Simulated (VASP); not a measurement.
# SiO2 (P6_222) in VASP: single point with LDA

Aim: the single point of SiO2 with LDA.

All numbers are computed with VASP 6.6.1; they aren't measurements. Logs are shortened: lines on timing, memory, paths and dates and some standing lists are left out, and cuts for length are marked.

## 1. The cell of the first run

It takes space group P6_222 (No. 180, hexagonal). Conventional cell: a = 5.013 Å, b = 5.013 Å, c = 5.470 Å, α = 90.00°, β = 90.00°, γ = 120.00°. Si (site symmetry 222) has 4 O at 1.62 Å within 2.2 Å. O (site symmetry 2) has 2 Si at 1.62 Å within 2.2 Å.

## 2. Single point, LDA

Input file POSCAR:

```
SiO2
1.0
    5.0130000000      0.0000000000      0.0000000000
   -2.5065000000      4.3413850000      0.0000000000
    0.0000000000      0.0000000000      5.4700000000
Si O
3 6
Direct
    0.5000000000      0.5000000000      0.3333333333
    0.0000000000      0.5000000000      0.6666666667
    0.5000000000      0.0000000000      0.0000000000
    0.1970000000      0.8030000000      0.8333333333
    0.3940000000      0.1970000000      0.1666666667
    0.1970000000      0.3940000000      0.5000000000
    0.8030000000      0.1970000000      0.8333333333
    0.6060000000      0.8030000000      0.1666666667
    0.8030000000      0.6060000000      0.5000000000
```

Input file INCAR.step1:

```
SYSTEM = SiO2
  PREC = Accurate
  ENCUT = 520
  EDIFF = 1E-6
  ISMEAR = 0
  SIGMA = 0.01
  LREAL = .False.
  LASPH = .True.
  NELM = 120
  ALGO = Normal
  ISIF = 2
  LWAVE = .False.
  LCHARG = .True.
  GGA = CA
  NBANDS = 34
  GGA_COMPAT = .False.
  NEDOS = 2001
  LORBIT = 11
```

Input file KPOINTS.step1:

```
Automatic mesh
0
Gamma
  6 6 4
  0 0 0
```

Input file INCAR.step2:

```
SYSTEM = SiO2
  PREC = Accurate
  ENCUT = 520
  EDIFF = 1E-6
  ISMEAR = -5
  SIGMA = 0.01
  LREAL = .False.
  LASPH = .True.
  NELM = 120
  ALGO = Normal
  ISIF = 2
  LWAVE = .False.
  LCHARG = .False.
  GGA = CA
  LORBIT = 11
  NBANDS = 34
  NEDOS = 2001
  ICHARG = 11
  GGA_COMPAT = .False.
```

Input file KPOINTS.step2:

```
Automatic mesh
0
Gamma
  9 9 6
  0 0 0
```

Potentials or basis: VASP PAW LDA potentials, release 64 (Si, O).

The run is started by

```sh
$ cat potpaw_LDA.64/Si/POTCAR potpaw_LDA.64/O/POTCAR > POTCAR
$ cp INCAR.step1 INCAR
$ cp KPOINTS.step1 KPOINTS
$ mpirun -np 1 vasp_std > vasp.out
$ cp INCAR.step2 INCAR
$ cp KPOINTS.step2 KPOINTS
$ mpirun -np 1 vasp_std > vasp.out
```

OUTCAR:

```text
SYSTEM = SiO2
   PREC = Accurate
   ENCUT = 520
   EDIFF = 1E-6
   ISMEAR = -5
   LREAL = .False.
   LASPH = .True.
   NELM = 120
   ISIF = 2
   GGA = CA
   LORBIT = 11
   ICHARG = 11

 ion  position               nearest neighbor table
   1  0.500  0.500  0.333-   5 1.62   8 1.62   6 1.62   9 1.62   3 3.10   3 3.10   2 3.10   2 3.10

   2  0.000  0.500  0.667-   4 1.62   7 1.62   6 1.62   9 1.62   3 3.10   3 3.10   1 3.10   1 3.10

   3  0.500  0.000  0.000-   4 1.62   7 1.62   5 1.62   8 1.62   1 3.10   2 3.10   1 3.10   2 3.10

   4  0.197  0.803  0.833-   2 1.62   3 1.62
   5  0.394  0.197  0.167-   1 1.62   3 1.62
   6  0.197  0.394  0.500-   1 1.62   2 1.62
   7  0.803  0.197  0.833-   2 1.62   3 1.62
   8  0.606  0.803  0.167-   1 1.62   3 1.62
   9  0.803  0.606  0.500-   1 1.62   2 1.62

  LATTYP: Found a hexagonal cell.
 ALAT       =     5.0130000000
 C/A-ratio  =     1.0911629763

  Lattice vectors:

 A1 = (   5.0130000000,   0.0000000000,   0.0000000000)
 A2 = (  -2.5065000000,   4.3413850000,   0.0000000000)
 A3 = (   0.0000000000,   0.0000000000,   5.4700000000)

Analysis of symmetry for initial positions (statically):
=====================================================================
 Subroutine PRICEL returns:
 Original cell was already a primitive cell.

 Routine SETGRP: Setting up the symmetry group for a
 hexagonal supercell.

 Subroutine GETGRP returns: Found 12 space group operations
 (whereof  4 operations were pure point group operations)
 out of a pool of 24 trial point group operations.

The static configuration has the point symmetry D_2 .
 The point group associated with its full space group is D_6 .

Analysis of symmetry for dynamics (positions and initial velocities):
=====================================================================
 Subroutine PRICEL returns:
 Original cell was already a primitive cell.

 Routine SETGRP: Setting up the symmetry group for a
 hexagonal supercell.

 Subroutine GETGRP returns: Found 12 space group operations
 (whereof  4 operations were pure point group operations)
 out of a pool of 24 trial point group operations.

The dynamic configuration has the point symmetry D_2 .
 The point group associated with its full space group is D_6 .

 Subroutine INISYM returns: Found 12 space group operations
 (whereof  4 operations are pure point group operations),
 and found     1 'primitive' translations

----------------------------------------------------------------------------------------

                                     Primitive cell

  volume of cell :     119.0456

  direct lattice vectors                    reciprocal lattice vectors
     5.013000000  0.000000000  0.000000000     0.199481348  0.115170620  0.000000000
    -2.506500000  4.341385000  0.000000000     0.000000000  0.230341239  0.000000000
     0.000000000  0.000000000  5.470000000     0.000000000  0.000000000  0.182815356

  length of vectors
     5.013000000  5.012999698  5.470000000     0.230341225  0.230341239  0.182815356

  position of ions in fractional coordinates (direct lattice)
     0.500000000  0.500000000  0.333333333
     0.000000000  0.500000000  0.666666667
     0.500000000  0.000000000  0.000000000
     0.197000000  0.803000000  0.833333333
     0.394000000  0.197000000  0.166666667
     0.197000000  0.394000000  0.500000000
     0.803000000  0.197000000  0.833333333
     0.606000000  0.803000000  0.166666667
     0.803000000  0.606000000  0.500000000

  ion indices of the primitive-cell ions
   primitive index   ion index
                 1           1
                 2           2
                 3           3
                 4           4
                 5           5
                 6           6
                 7           7
                 8           8
                 9           9

----------------------------------------------------------------------------------------

 KPOINTS: Automatic mesh

Automatic generation of k-mesh.
 Grid dimensions read from file:
 generate k-points for:    9    9    6

 Generating k-lattice:

  Cartesian coordinates                     Fractional coordinates (reciprocal lattice)
     0.022164594  0.012796736  0.000000000     0.111111111  0.000000000  0.000000000
     0.000000000  0.025593471  0.000000000     0.000000000  0.111111111  0.000000000
     0.000000000  0.000000000  0.030469226     0.000000000  0.000000000  0.166666667

  Length of vectors
     0.025593469  0.025593471  0.030469226

  Shift w.r.t. Gamma in fractional coordinates (k-lattice)
     0.000000000  0.000000000  0.000000000

 TETIRR: Found    492 inequivalent tetrahedra from     2916

 Subroutine IBZKPT returns following result:
 ===========================================

 Found     48 irreducible k-points:

 Following reciprocal coordinates:
            Coordinates               Weight
  0.000000  0.000000  0.000000      1.000000
  0.111111  0.000000  0.000000      6.000000
  0.222222  0.000000  0.000000      6.000000
  0.333333 -0.000000  0.000000      6.000000
  0.444444  0.000000  0.000000      6.000000
  0.111111  0.111111  0.000000      6.000000
[... 16 lines left out ...]
  0.333333  0.222222  0.166667     24.000000
  0.333333  0.333333  0.166667      4.000000
 [... further k-points ...]
   k-points           NKPTS =     48   k-points in BZ     NKDIM =     48   number of bands    NBANDS=     34
   number of dos      NEDOS =   2001   number of ions     NIONS =      9
   total plane-waves  NPLWV =  67200
   dimension x,y,z NGX =    40 NGY =   40 NGZ =   42
   dimension x,y,z NGXF=    80 NGYF=   80 NGZF=   84
   ions per type =               3   6
   NGX,Y,Z   is equivalent  to a cutoff of  13.27, 13.27, 12.76 a.u.
   NGXF,Y,Z  is equivalent  to a cutoff of  26.53, 26.53, 25.53 a.u.
 SYSTEM =  SiO2
   PREC   = accura    normal or accurate (medium, high low for compatibility)
   ISTART =      0    job   : 0-new  1-cont  2-samecut
   ICHARG =     11    charge: 1-file 2-atom 10-const
   ISPIN  =      1    spin polarized calculation?
   LNONCOLLINEAR =      F non collinear calculations
   LSORBIT =      F    spin-orbit coupling
   LASPH  =      T    aspherical Exc in radial PAW
   ENCUT  =  520.0 eV  38.22 Ry    6.18 a.u.   9.32  9.32 10.17*2*pi/ulx,y,z
   NELM   =    120;   NELMIN=  2; NELMDL=  0     # of ELM steps
   EDIFF  = 0.1E-05   stopping-criterion for ELM
   LREAL  =      F    real-space projection
   EDIFFG = 0.1E-04   stopping-criterion for IOM
   NSW    =      0    number of steps for IOM
   IBRION =     -1    ionic relax: 0-MD 1-quasi-New 2-CG
   NFREE  =      0    steps in history (QN), initial steepest desc. (CG)
   ISIF   =      2    stress and relaxation
   ISYM   =      2    0-nonsym 1-usesym 2-fastsym
   POTIM  = 0.5000    time-step for ionic-motion
   TEBEG  =    0.0;   TEEND  =   0.0 temperature during run
   PSTRESS=    0.0 pullay stress
   NELECT =      48.0000    total number of electrons
   NUPDOWN=      -1.0000    fix difference up-down
   EMIN   =  10.00;   EMAX   =-10.00  energy-range for DOS
   EFERMI =   0.00;   METHOD = LEGACY
   ISMEAR =    -5;   SIGMA  =   0.01  broadening in eV -4-tet -1-fermi 0-gaus
   EFERMI_NEDOS =   21; number of points for ismear=-14 and -15
   IALGO  =     38    algorithm
   IMIX   =      4    mixing-type and parameters
     AMIX     =   0.40;   BMIX     =  1.00
     AMIX_MAG =   1.60;   BMIX_MAG =  1.00
  volume/ion in A,a.u.               =      13.23        89.26
  Fermi-wavevector in a.u.,A,eV,Ry     =   1.209439  2.285509 19.901838  1.462744
  Thomas-Fermi vector in A             =   2.345017
   LORBIT       =     11    0 simple, 1 ext, 2 COOP (PROOUT), +10 PAW based schemes
   GGA     = CA    functional components
   LHFCALC =     F    Hartree Fock is set to
   AEXX    =    0.0000 exact exchange contribution
   IVDW    =     0    specifies the selected vdW correction
   LEPSILON=     F    determine dielectric tensor
   LRPA    =     F    only Hartree local field effects (RPA)
 non-spin polarized calculation
 Fermi weights with tetrahedron method with Bloechl corrections
  energy-cutoff  :      520.00
  volume of cell :      119.05
 maximum number of plane-waves:      3248
 NGX is ok and might be reduce to    40

 number of electron      48.0000000 magnetization

 Free energy of the ion-electron system (eV)
  ---------------------------------------------------
  ext. energy  EPLUGINS =         0.00000000
  ---------------------------------------------------
  free energy    TOTEN  =       -77.56731998 eV

  energy without entropy =      -77.56731998  energy(sigma->0) =      -77.56731998

 E-fermi :   0.5096     XC(G=0):  -9.5187

 val. band max:        0.5075927180   @ k =   0.0000   0.0000   0.5000
 cond. band min:       5.8317284606   @ k =   0.0000   0.0000   0.0000
 fundamental gap:      5.3241357426
 Fermi energy:         0.5095899077

 k-point     1 :       0.0000    0.0000    0.0000
  band No.  band energies     occupation
      1     -18.6359      2.00000
      2     -17.0843      2.00000
      3     -17.0843      2.00000
      4     -16.5489      2.00000
      5     -16.5489      2.00000
      6     -16.3272      2.00000
[... 26 lines left out ...]
     33      12.7671      0.00000
     34      13.2351      0.00000

 k-point     2 :       0.1111    0.0000    0.0000
  band No.  band energies     occupation
      1     -18.6000      2.00000
      2     -17.1370      2.00000
      3     -17.0942      2.00000
      4     -16.5435      2.00000
      5     -16.5367      2.00000
      6     -16.3350      2.00000
[... 26 lines left out ...]
     33      12.6179      0.00000
     34      12.9625      0.00000

 k-point     3 :       0.2222    0.0000    0.0000
  band No.  band energies     occupation
      1     -18.4958      2.00000
      2     -17.2831      2.00000
      3     -17.1172      2.00000
      4     -16.5295      2.00000
      5     -16.5075      2.00000
      6     -16.3541      2.00000
[... 26 lines left out ...]
     33      12.4772      0.00000
     34      12.7468      0.00000
[... 704 lines left out ...]
 k-point    23 :       0.3333    0.2222    0.1667
  band No.  band energies     occupation
      1     -18.0907      2.00000
      2     -17.7101      2.00000
      3     -17.2312      2.00000
      4     -16.5177      2.00000
      5     -16.4250      2.00000
      6     -16.4068      2.00000
[... 26 lines left out ...]
     33      11.6179      0.00000
     34      12.6221      0.00000

 k-point    24 :       0.3333    0.3333    0.1667
  band No.  band energies     occupation
      1     -18.0275      2.00000
      2     -17.7464      2.00000
      3     -17.2759      2.00000
      4     -16.5021      2.00000
      5     -16.4344      2.00000
      6     -16.4032      2.00000
[... 26 lines left out ...]
     33      11.4753      0.00000
     34      12.5984      0.00000

 [... further k-points ...]

------------------------ aborting loop because EDIFF is reached ----------------------------------------

  FORCE on cell =-STRESS in cart. coord.  units (eV):
  Direction    XX          YY          ZZ          XY          YZ          ZX
  --------------------------------------------------------------------------------------
  -------------------------------------------------------------------------------------
  Total       -1.9777048     -1.9777045      0.0975662      0.0000000      0.0000000      0.0000000
  in kB      -26.6169762    -26.6169719      1.3130971      0.0000000      0.0000000      0.0000000
  external PRESSURE =     -17.3069503 kB  Pullay stress =       0.0000000 kB

 VOLUME and BASIS-vectors are now :
 -----------------------------------------------------------------------------
  energy-cutoff  :      520.00
  volume of cell :      119.05
      direct lattice vectors                 reciprocal lattice vectors
     5.013000000  0.000000000  0.000000000     0.199481348  0.115170620  0.000000000
    -2.506500000  4.341385000  0.000000000     0.000000000  0.230341239  0.000000000
     0.000000000  0.000000000  5.470000000     0.000000000  0.000000000  0.182815356

 POSITION                                       TOTAL-FORCE (eV/Angst)
 -----------------------------------------------------------------------------------
      1.25325      2.17069      1.82333         0.000000     -0.000000      0.000000
     -1.25325      2.17069      3.64667         0.000000     -0.000000      0.000000
      2.50650      0.00000      0.00000         0.000000     -0.000000      0.000000
     -1.02516      3.48613      4.55833         0.777239     -0.448739     -0.000000
      1.48134      0.85525      0.91167         0.777239      0.448739     -0.000000
      0.00000      1.71051      2.73500         0.000000      0.897479      0.000000
      3.53166      0.85525      4.55833        -0.777239      0.448739      0.000000
      1.02516      3.48613      0.91167        -0.777239     -0.448739     -0.000000
      2.50650      2.63088      2.73500        -0.000000     -0.897479      0.000000
 -----------------------------------------------------------------------------------
    total drift:                               -0.000000      0.000000      0.000001

  FREE ENERGIE OF THE ION-ELECTRON SYSTEM (eV)
  ---------------------------------------------------
  free  energy   TOTEN  =       -77.5673199839 eV

  energy  without entropy=      -77.5673199839  energy(sigma->0) =      -77.56731998

 total charge

# of ion       s       p       d       tot
------------------------------------------
    1        0.651   1.016   0.000   1.668
    2        0.651   1.016   0.000   1.668
    3        0.651   1.016   0.000   1.668
    4        1.542   3.672   0.000   5.214
    5        1.542   3.672   0.000   5.214
    6        1.542   3.672   0.000   5.214
    7        1.542   3.672   0.000   5.214
    8        1.542   3.672   0.000   5.214
    9        1.542   3.672   0.000   5.214
--------------------------------------------------
tot         11.206  25.081   0.000  36.287
```

Wall time 4.4 min (1 thread of Intel Xeon 8259CL, shared host); peak memory 0.27 GiB.

What came out:

- Valence electrons inside the program's atomic spheres: Si 1.67; O 5.21
